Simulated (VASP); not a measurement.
# Au (P6_3/mmc) in VASP: further runs

The runs below take Au through single point, with PBE.

All numbers are computed with VASP 6.6.1; they aren't measurements. Logs are shortened: lines on timing, memory, paths and dates and some standing lists are left out, and cuts for length are marked.

**1. The cell of the first run**

It takes space group P6_3/mmc (No. 194, hexagonal). Conventional cell: a = 2.662 Å, b = 2.662 Å, c = 4.400 Å, α = 90.00°, β = 90.00°, γ = 120.00°. Within 3.5 Å of Au (site symmetry -6m2) lie 12 Au at 2.66 to 2.68 Å.

**2. Single point, PBE (volume scaled by 0.75)**

File INCAR:

```
SYSTEM = Au
  ALGO = Normal
  EDIFF = 1E-7
  ENCUT = 520
  GGA = PE
  ISIF = 2
  ISMEAR = -1
  LASPH = .TRUE.
  LCHARG = .FALSE.
  LREAL = .FALSE.
  LWAVE = .FALSE.
  NBANDS = 18
  NELM = 80
  PREC = Accurate
  SIGMA = 0.08
```

File KPOINTS:

```
k-points
0
G
  15 15 8
  0 0 0
```

File POSCAR:

```
Au
1.0
    2.6616168662      0.0000000000      0.0000000000
   -1.3308084331      2.3050278213      0.0000000000
    0.0000000000      0.0000000000      4.3996523055
Au
2
Direct
    0.3333333333      0.6666666667      0.2500000000
    0.6666666667      0.3333333333      0.7500000000
```

Potentials or basis: VASP PAW PBE potentials, release 64 (Au).

On the command line:

```sh
cat potpaw_PBE.64/Au/POTCAR > POTCAR
mpirun -np 1 vasp_std > vasp.out
```

OUTCAR:

```text
SYSTEM = Au
   EDIFF = 1E-7
   ENCUT = 520
   GGA = PE
   ISIF = 2
   ISMEAR = -1
   LASPH = .TRUE.
   LREAL = .FALSE.
   NELM = 80
   PREC = Accurate

 ion  position               nearest neighbor table
   1  0.333  0.667  0.250-   2 2.68   2 2.68   2 2.68   2 2.68   2 2.68   2 2.68
   2  0.667  0.333  0.750-   1 2.68   1 2.68   1 2.68   1 2.68   1 2.68   1 2.68

  LATTYP: Found a hexagonal cell.
 ALAT       =     2.6616168662
 C/A-ratio  =     1.6529998594

  Lattice vectors:

 A1 = (   2.6616168662,   0.0000000000,   0.0000000000)
 A2 = (  -1.3308084331,   2.3050278213,   0.0000000000)
 A3 = (   0.0000000000,   0.0000000000,   4.3996523055)

Analysis of symmetry for initial positions (statically):
=====================================================================
 Subroutine PRICEL returns:
 Original cell was already a primitive cell.

 Routine SETGRP: Setting up the symmetry group for a
 hexagonal supercell.

 Subroutine GETGRP returns: Found 24 space group operations
 (whereof 12 operations were pure point group operations)
 out of a pool of 24 trial point group operations.

The static configuration has the point symmetry D_3d.
 The point group associated with its full space group is D_6h.

Analysis of symmetry for dynamics (positions and initial velocities):
=====================================================================
 Subroutine PRICEL returns:
 Original cell was already a primitive cell.

 Routine SETGRP: Setting up the symmetry group for a
 hexagonal supercell.

 Subroutine GETGRP returns: Found 24 space group operations
 (whereof 12 operations were pure point group operations)
 out of a pool of 24 trial point group operations.

The dynamic configuration has the point symmetry D_3d.
 The point group associated with its full space group is D_6h.

 Subroutine INISYM returns: Found 24 space group operations
 (whereof 12 operations are pure point group operations),
 and found     1 'primitive' translations

----------------------------------------------------------------------------------------

                                     Primitive cell

  volume of cell :      26.9923

  direct lattice vectors                    reciprocal lattice vectors
     2.661616866  0.000000000  0.000000000     0.375711475  0.216917122  0.000000000
    -1.330808433  2.305027821  0.000000000     0.000000000  0.433834243  0.000000000
     0.000000000  0.000000000  4.399652306     0.000000000  0.000000000  0.227290688

  length of vectors
     2.661616866  2.661616866  4.399652306     0.433834243  0.433834243  0.227290688

  position of ions in fractional coordinates (direct lattice)
     0.333333333  0.666666667  0.250000000
     0.666666667  0.333333333  0.750000000

  ion indices of the primitive-cell ions
   primitive index   ion index
                 1           1
                 2           2

----------------------------------------------------------------------------------------

 KPOINTS: k-points

Automatic generation of k-mesh.
 Grid dimensions read from file:
 generate k-points for:   15   15    8

 Generating k-lattice:

  Cartesian coordinates                     Fractional coordinates (reciprocal lattice)
     0.025047432  0.014461141  0.000000000     0.066666667 -0.000000000  0.000000000
     0.000000000  0.028922283  0.000000000     0.000000000  0.066666667  0.000000000
     0.000000000  0.000000000  0.028411336     0.000000000  0.000000000  0.125000000

  Length of vectors
     0.028922283  0.028922283  0.028411336

  Shift w.r.t. Gamma in fractional coordinates (k-lattice)
     0.000000000  0.000000000  0.000000000

 Subroutine IBZKPT returns following result:
 ===========================================

 Found    135 irreducible k-points:

 Following reciprocal coordinates:
            Coordinates               Weight
  0.000000  0.000000  0.000000      1.000000
  0.066667  0.000000  0.000000      6.000000
  0.133333 -0.000000  0.000000      6.000000
  0.200000  0.000000  0.000000      6.000000
  0.266667 -0.000000  0.000000      6.000000
  0.333333  0.000000  0.000000      6.000000
[... 16 lines left out ...]
  0.333333  0.200000  0.000000     12.000000
  0.400000  0.200000  0.000000      6.000000
 [... further k-points ...]
   k-points           NKPTS =    135   k-points in BZ     NKDIM =    135   number of bands    NBANDS=     18
   number of dos      NEDOS =    301   number of ions     NIONS =      2
   total plane-waves  NPLWV =  14400
   dimension x,y,z NGX =    20 NGY =   20 NGZ =   36
   dimension x,y,z NGXF=    40 NGYF=   40 NGZF=   72
   ions per type =               2
   NGX,Y,Z   is equivalent  to a cutoff of  12.49, 12.49, 13.60 a.u.
   NGXF,Y,Z  is equivalent  to a cutoff of  24.98, 24.98, 27.21 a.u.
 SYSTEM =  Au
   PREC   = accura    normal or accurate (medium, high low for compatibility)
   ISTART =      0    job   : 0-new  1-cont  2-samecut
   ICHARG =      2    charge: 1-file 2-atom 10-const
   ISPIN  =      1    spin polarized calculation?
   LNONCOLLINEAR =      F non collinear calculations
   LSORBIT =      F    spin-orbit coupling
   LASPH  =      T    aspherical Exc in radial PAW
   ENCUT  =  520.0 eV  38.22 Ry    6.18 a.u.   4.95  4.95  8.18*2*pi/ulx,y,z
   NELM   =     80;   NELMIN=  2; NELMDL= -5     # of ELM steps
   EDIFF  = 0.1E-06   stopping-criterion for ELM
   LREAL  =      F    real-space projection
   EDIFFG = 0.1E-05   stopping-criterion for IOM
   NSW    =      0    number of steps for IOM
   IBRION =     -1    ionic relax: 0-MD 1-quasi-New 2-CG
   NFREE  =      0    steps in history (QN), initial steepest desc. (CG)
   ISIF   =      2    stress and relaxation
   ISYM   =      2    0-nonsym 1-usesym 2-fastsym
   POTIM  = 0.5000    time-step for ionic-motion
   TEBEG  =    0.0;   TEEND  =   0.0 temperature during run
   PSTRESS=    0.0 pullay stress
   NELECT =      22.0000    total number of electrons
   NUPDOWN=      -1.0000    fix difference up-down
   EMIN   =  10.00;   EMAX   =-10.00  energy-range for DOS
   EFERMI =   0.00;   METHOD = LEGACY
   ISMEAR =    -1;   SIGMA  =   0.08  broadening in eV -4-tet -1-fermi 0-gaus
   EFERMI_NEDOS =   21; number of points for ismear=-14 and -15
   IALGO  =     38    algorithm
   IMIX   =      4    mixing-type and parameters
     AMIX     =   0.40;   BMIX     =  1.00
     AMIX_MAG =   1.60;   BMIX_MAG =  1.00
  volume/ion in A,a.u.               =      13.50        91.08
  Fermi-wavevector in a.u.,A,eV,Ry     =   1.529217  2.889801 31.817275  2.338504
  Thomas-Fermi vector in A             =   2.636868
   LORBIT       =      0    0 simple, 1 ext, 2 COOP (PROOUT), +10 PAW based schemes
   GGA     = PE    functional components
   LHFCALC =     F    Hartree Fock is set to
   AEXX    =    0.0000 exact exchange contribution
   IVDW    =     0    specifies the selected vdW correction
   LEPSILON=     F    determine dielectric tensor
   LRPA    =     F    only Hartree local field effects (RPA)
 non-spin polarized calculation
  energy-cutoff  :      520.00
  volume of cell :       26.99
 maximum number of plane-waves:       756
 NGX is ok and might be reduce to    20
   NGX =  9   NGY =  9   NGZ = 17

 number of electron      22.0000000 magnetization

 Free energy of the ion-electron system (eV)
  ---------------------------------------------------
  ext. energy  EPLUGINS =         0.00000000
  ---------------------------------------------------
  free energy    TOTEN  =        -4.58648262 eV

  energy without entropy =       -4.57790717  energy(sigma->0) =       -4.58219490

 E-fermi :  13.9842     XC(G=0): -14.1564

 val. band max:       13.8732966808   @ k =   0.4667   0.0000   0.0000
 cond. band min:      13.9895080023   @ k =   0.4667   0.0667   0.2500
 fundamental gap:      0.1162113215
 Fermi energy:        13.9841715960

 k-point     1 :       0.0000    0.0000    0.0000
  band No.  band energies     occupation
      1       1.3042      2.00000
      2       4.0670      2.00000
      3       7.5889      2.00000
      4       7.8619      2.00000
      5       7.8619      2.00000
      6       8.3741      2.00000
[... 10 lines left out ...]
     17      34.6768      0.00000
     18      34.6768      0.00000

 k-point     2 :       0.0667    0.0000    0.0000
  band No.  band energies     occupation
      1       1.4783      2.00000
      2       4.2157      2.00000
      3       7.4477      2.00000
      4       7.9789      2.00000
      5       7.9953      2.00000
      6       8.2970      2.00000
[... 10 lines left out ...]
     17      33.6709      0.00000
     18      33.8310      0.00000

 k-point     3 :       0.1333   -0.0000    0.0000
  band No.  band energies     occupation
      1       1.9803      2.00000
      2       4.6155      2.00000
      3       7.1659      2.00000
      4       8.0198      2.00000
      5       8.3424      2.00000
      6       8.3859      2.00000
[... 10 lines left out ...]
     17      32.1738      0.00000
     18      32.5695      0.00000

 k-point     4 :       0.2000    0.0000    0.0000
  band No.  band energies     occupation
      1       2.7396      2.00000
      2       5.0724      2.00000
      3       6.9628      2.00000
      4       7.4852      2.00000
      5       7.7856      2.00000
      6       8.6193      2.00000
[... 375 lines left out ...]
      4       6.7374      2.00000
      5       7.4255      2.00000
      6       8.3769      2.00000
[... 10 lines left out ...]
     17      28.5691      0.00000
     18      30.0874      0.00000

 k-point    23 :       0.3333    0.2000    0.0000
  band No.  band energies     occupation
      1       5.4235      2.00000
      2       5.5969      2.00000
      3       5.6987      2.00000
      4       7.3814      2.00000
      5       7.4446      2.00000
      6       8.0756      2.00000
[... 10 lines left out ...]
     17      27.8985      0.00000
     18      29.1258      0.00000

 k-point    24 :       0.4000    0.2000    0.0000
  band No.  band energies     occupation
      1       5.3421      2.00000
      2       5.5679      2.00000
      3       5.6944      2.00000
      4       7.4992      2.00000
      5       7.6657      2.00000
      6       7.9211      2.00000
[... 10 lines left out ...]
     17      27.6062      0.00000
     18      28.7404      0.00000

 [... further k-points ...]

------------------------ aborting loop because EDIFF is reached ----------------------------------------

  FORCE on cell =-STRESS in cart. coord.  units (eV):
  Direction    XX          YY          ZZ          XY          YZ          ZX
  --------------------------------------------------------------------------------------
  -------------------------------------------------------------------------------------
  Total       15.3099068     15.3099068     15.3089871      0.0000000      0.0000000      0.0000000
  in kB      908.7471502    908.7471502    908.6925570      0.0000000      0.0000000      0.0000000
  external PRESSURE =     908.7289525 kB  Pullay stress =       0.0000000 kB

 VOLUME and BASIS-vectors are now :
 -----------------------------------------------------------------------------
  energy-cutoff  :      520.00
  volume of cell :       26.99
      direct lattice vectors                 reciprocal lattice vectors
     2.661616866  0.000000000  0.000000000     0.375711475  0.216917122  0.000000000
    -1.330808433  2.305027821  0.000000000     0.000000000  0.433834243  0.000000000
     0.000000000  0.000000000  4.399652306     0.000000000  0.000000000  0.227290688

 POSITION                                       TOTAL-FORCE (eV/Angst)
 -----------------------------------------------------------------------------------
     -0.00000      1.53669      1.09991         0.000000     -0.000000      0.000000
      1.33081      0.76834      3.29974        -0.000000      0.000000      0.000000
 -----------------------------------------------------------------------------------
    total drift:                               -0.000000      0.000000     -0.000000

  FREE ENERGIE OF THE ION-ELECTRON SYSTEM (eV)
  ---------------------------------------------------
  free  energy   TOTEN  =        -4.5864826216 eV

  energy  without entropy=       -4.5779071689  energy(sigma->0) =       -4.58219490
```

Run time: 36 s. Hardware: 1 thread of Intel Xeon Platinum 8259CL at 2.50GHz (Skylake/Cascade Lake), shared host; peak memory 0.18 GiB.

Results:

```
Free energy            : -4.5865 eV
Pressure               : 90.9 GPa
Band gap on the k mesh : zero (band 11 reaches 19.21 eV, above the bottom of band 12 at 10.74 eV)
```

Caveat: spin-orbit coupling is left out, which moves the levels of the heavy elements.

(Part 1 of 2 ends here.)
